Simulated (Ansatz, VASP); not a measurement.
One calculation of Al12H, two programs

File INCAR:

```
SYSTEM = Al12H
PREC     = Accurate       ! precision mode
ENCUT    = 520            ! plane-wave cutoff, eV
EDIFF    = 1E-7           ! SCF threshold, eV
ISMEAR   = 0              ! smearing method
SIGMA    = 0.1            ! smearing width, eV
LREAL    = .False.        ! projectors in reciprocal space
LASPH    = .True.         ! aspherical terms in the spheres
NELM     = 100            ! most SCF steps
ALGO     = Normal         ! electronic algorithm
ISIF     = 2              ! what is computed and relaxed
LWAVE    = .False.        ! write WAVECAR
LCHARG   = .False.        ! write CHGCAR
LDIPOL   = .True.       
IDIPOL   = 3            
DIPOL    = 0.5 0.5 0.306
GGA      = PE             ! functional
IVDW     = 12             ! dispersion correction
NBANDS   = 30             ! bands
```

File KPOINTS:

```
regular mesh
0
Gamma
  6 6 1
  0 0 0
```

Contents of POSCAR:

```
Al12H
1.0
    5.6314608543      0.0000000000      0.0000000000
   -2.8157304272      4.8769881603      0.0000000000
    0.0000000000      0.0000000000     21.6684292099
Al H
12 1
Direct
    0.3333333333      0.1666666667      0.1846003677
    0.3333333333      0.6666666667      0.1846003677
    0.8333333333      0.1666666667      0.1846003677
    0.8333333333      0.6666666667      0.1846003677
    0.1666666667      0.3333333333      0.2900502825
    0.1666666667      0.8333333333      0.2900502825
    0.6666666667      0.3333333333      0.2900502825
    0.6666666667      0.8333333333      0.2900502825
    0.0000000000      0.0000000000      0.3954337957
    0.0000000000      0.5000000000      0.3954337957
    0.5000000000      0.0000000000      0.3954337957
    0.5000000000      0.5000000000      0.3954337957
    0.0000000000      0.2500000000      0.4969639980
```

Input for Ansatz:

```yaml
crystal:
  lattice:
    - [5.6314608543, 0.0, 0.0]
    - [-2.8157304272, 4.8769881603, 0.0]
    - [0.0, 0.0, 21.6684292099]
  atoms:
    - { symbol: Al, position: [0.3333333333, 0.1666666667, 0.1846003677] }
    - { symbol: Al, position: [0.3333333333, 0.6666666667, 0.1846003677] }
    - { symbol: Al, position: [0.8333333333, 0.1666666667, 0.1846003677] }
    - { symbol: Al, position: [0.8333333333, 0.6666666667, 0.1846003677] }
    - { symbol: Al, position: [0.1666666667, 0.3333333333, 0.2900502825] }
    - { symbol: Al, position: [0.1666666667, 0.8333333333, 0.2900502825] }
    - { symbol: Al, position: [0.6666666667, 0.3333333333, 0.2900502825] }
    - { symbol: Al, position: [0.6666666667, 0.8333333333, 0.2900502825] }
    - { symbol: Al, position: [0.0, 0.0, 0.3954337957] }
    - { symbol: Al, position: [0.0, 0.5, 0.3954337957] }
    - { symbol: Al, position: [0.5, 0.0, 0.3954337957] }
    - { symbol: Al, position: [0.5, 0.5, 0.3954337957] }
    - { symbol: H, position: [0.0, 0.25, 0.496963998] }
basis:
  ecutwfc: 420
kpoints:
  mp_grid: { grid: [6, 6, 1] }
hamiltonian:
  xc: pbe
  pseudopotentials: { kind: paw, azcp: { folder: soft_1 } }
  dispersion: d3bj
scf:
  occupations: { method: gaussian, width: 0.1 }
output:
  forces: true
  eigenvalues: true
efield:
  axis: 3
  dipole_correction: true
  ramp_width: 0.04
```

Alike in both runs: task single point; functional PBE; dispersion D3(BJ); k mesh 6 × 6 × 1; occupations gaussian, width 0.1 eV; no spin polarisation.

|  | VASP | Ansatz |
| --- | --- | --- |
| version | VASP 6.6.1 | Ansatz 0.2.0 |
| potentials or method | VASP PAW PBE potentials, release 64 (Al, H), cutoff 520 eV | scalar-relativistic, plane waves, PAW |
| valence electrons in the cell | 37 | 37 |

|  | VASP | Ansatz | Ansatz less VASP |
| --- | --- | --- | --- |
| gap on the k mesh at the Fermi level (eV) | none | none | - |
| rms of the force components (eV/Å) | 0.308 | 0.308 | -0.0001 |

Atom by atom the forces differ by 0.000 eV/Å (rms over components). A gap of «none» marks a metal or a gap that the smearing closes.
